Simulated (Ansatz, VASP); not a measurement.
Two plane-wave programs on Mo

```
CELL_PARAMETERS angstrom
0.00000 2.08565 2.08565
2.08565 0.00000 2.08565
2.08565 2.08565 0.00000
ATOMIC_POSITIONS crystal
Mo 0.00000 0.00000 0.00000
```

Alike in both runs: task single point; functional revPBE; k mesh 15 × 15 × 15; occupations fermi-dirac, width 0.1 eV; no spin polarisation.

```csv
,VASP,Ansatz
version,VASP 6.6.1,Ansatz 0.2.0
potentials or method,"VASP PAW PBE potentials, release 64 (Mo_sv), cutoff 520 eV","plane waves (420 eV) with PAW, scalar-relativistic"
valence electrons in the cell,14,14
```

```tsv
	VASP	Ansatz	Ansatz less VASP
pressure (GPa)	-20.2	-20.5	-0.28
```

VASP's potentials were made for PBE, not for revPBE. With one functional, cell and mesh, what is left measures potentials, basis and numerics.
